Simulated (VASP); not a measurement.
Input of a VASP 6.6.1 run:

File INCAR:

```
PREC = Accurate
ENCUT = 520
EDIFF = 1E-6
ISMEAR = 0
SIGMA = 0.01
LREAL = False
LASPH = True
NELM = 60
ALGO = Normal
ISIF = 2
LWAVE = False
LCHARG = False
GGA = PE
NBANDS = 26
```

Contents of KPOINTS:

```
regular mesh
0
Gamma
  6 6 4
```

Contents of POSCAR:

```
GaN
1.0
    3.1831500546      0.0000000000      0.0000000000
   -1.5915750273      2.7566888113      0.0000000000
    0.0000000000      0.0000000000      5.1836268250
Ga N
2 2
Direct
    0.3333333333      0.6666666667     -0.0008868441
    0.6666666667      0.3333333333      0.4991131559
    0.3333333333      0.6666666667      0.3758868441
    0.6666666667      0.3333333333      0.8758868441
```

Potentials or basis: VASP PAW PBE potentials, release 64 (Ga_d, N).

The run is started by

```sh
$ cat potpaw_PBE.64/Ga_d/POTCAR potpaw_PBE.64/N/POTCAR > POTCAR
$ mpirun -np 1 vasp_std > vasp.out
```

Estimate the largest force.

0.004 eV/Å.

What does it give for the pressure?

6.3 GPa.

Estimate the band gap on the k mesh.

1.94 eV, direct.

Forces on the atoms (eV/Å):
```
Ga   0.000  0.000  0.004
Ga   0.000  0.000  0.004
N    0.000  0.000 -0.004
N    0.000  0.000 -0.004
```
